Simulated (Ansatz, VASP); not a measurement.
## SiO2 in VASP and in Ansatz

Contents of INCAR:

```
ALGO     = Normal         # electronic algorithm
EDIFF    = 1E-7           # SCF threshold, eV
ENCUT    = 520            # plane-wave cutoff, eV
GGA      = PS             # functional
ISIF     = 2              # what is computed and relaxed
ISMEAR   = 0              # smearing method
LASPH    = True           # aspherical terms in the spheres
LCHARG   = False          # write CHGCAR
LREAL    = Auto         
LWAVE    = False          # write WAVECAR
NBANDS   = 63             # bands
NELM     = 100            # most SCF steps
PREC     = Accurate       # precision mode
SIGMA    = 0.05           # smearing width, eV
```

The input KPOINTS:

```
k-points
0
Gamma
  4 4 4
```

Contents of POSCAR:

```
SiO2
1.0
    4.3302071796     -8.1284566593      0.0000000000
    4.3302071796      8.1284566593      0.0000000000
    0.0000000000      0.0000000000      5.2514179063
Si O
6 12
Direct
    0.0102808395      0.4026121463      0.2500000000
    0.4026121463      0.0102808395      0.7500000000
    0.5973878537      0.9897191605      0.2500000000
    0.9897191605      0.5973878537      0.7500000000
    0.4430221731      0.5569778269      0.2500000000
    0.5569778269      0.4430221731      0.7500000000
    0.0000000000      0.5000000000      0.5000000000
    0.5000000000      0.0000000000      0.5000000000
    0.5000000000      0.0000000000      0.0000000000
    0.0000000000      0.5000000000      0.0000000000
    0.2099831976      0.4362740928      0.2500000000
    0.4362740928      0.2099831976      0.7500000000
    0.5637259072      0.7900168024      0.2500000000
    0.7900168024      0.5637259072      0.7500000000
    0.8307346196      0.1692653804      0.2500000000
    0.1692653804      0.8307346196      0.7500000000
    0.5000000000      0.5000000000      0.0000000000
    0.5000000000      0.5000000000      0.5000000000
```

Input for Ansatz:

```yaml
crystal:
  lattice:
    - [4.3302071796, -8.1284566593, 0.0]
    - [4.3302071796, 8.1284566593, 0.0]
    - [0.0, 0.0, 5.2514179063]
  atoms:
    - { symbol: Si, position: [0.0102808395, 0.4026121463, 0.25] }
    - { symbol: Si, position: [0.4026121463, 0.0102808395, 0.75] }
    - { symbol: Si, position: [0.5973878537, 0.9897191605, 0.25] }
    - { symbol: Si, position: [0.9897191605, 0.5973878537, 0.75] }
    - { symbol: Si, position: [0.4430221731, 0.5569778269, 0.25] }
    - { symbol: Si, position: [0.5569778269, 0.4430221731, 0.75] }
    - { symbol: O, position: [0.0, 0.5, 0.5] }
    - { symbol: O, position: [0.5, 0.0, 0.5] }
    - { symbol: O, position: [0.5, 0.0, 0.0] }
    - { symbol: O, position: [0.0, 0.5, 0.0] }
    - { symbol: O, position: [0.2099831976, 0.4362740928, 0.25] }
    - { symbol: O, position: [0.4362740928, 0.2099831976, 0.75] }
    - { symbol: O, position: [0.5637259072, 0.7900168024, 0.25] }
    - { symbol: O, position: [0.7900168024, 0.5637259072, 0.75] }
    - { symbol: O, position: [0.8307346196, 0.1692653804, 0.25] }
    - { symbol: O, position: [0.1692653804, 0.8307346196, 0.75] }
    - { symbol: O, position: [0.5, 0.5, 0.0] }
    - { symbol: O, position: [0.5, 0.5, 0.5] }
basis:
  ecutwfc: 420
kpoints:
  mp_grid: { grid: [4, 4, 4] }
hamiltonian:
  xc: pbesol
scf:
  occupations: { method: gaussian, width: 0.05 }
output:
  forces: true
  stress: true
  eigenvalues: true
```

Change from the starting cell: strain +0.1500 x Voigt [1, 0, 0, 0, 0, 0], atoms carried along.

Alike in both runs: task single point; functional PBEsol; k mesh 4 × 4 × 4; occupations gaussian, width 0.05 eV; no spin polarisation.

|  | VASP | Ansatz |
| --- | --- | --- |
| version | VASP 6.6.1 | Ansatz 0.2.0 |
| potentials or method | VASP PAW PBE potentials, release 64 (Si, O), cutoff 520 eV | scalar-relativistic, plane waves, PAW |
| valence electrons in the cell | 96 | 96 |

VASP gave:

| Property | Result |
| --- | --- |
| gap on the k mesh at the Fermi level (eV) | 3.63 |
| least direct gap on the mesh (eV) | 3.63 |
| pressure (GPa) | -12.8 |
| traceless stress, the component that is largest in VASP (GPa) | -15.78 |
| rms of the force components (eV/Å) | 0.996 |

**Question.** Which values does Ansatz return?

**Answer.** gap on the k mesh at the Fermi level (eV): 3.63; least direct gap on the mesh (eV): 3.63; pressure (GPa): -13.0; traceless stress, the component that is largest in VASP (GPa): -15.62; rms of the force components (eV/Å): 0.979.

VASP's potentials were made for PBE, not for PBEsol. Atom by atom the forces differ by 0.019 eV/Å (rms over components).
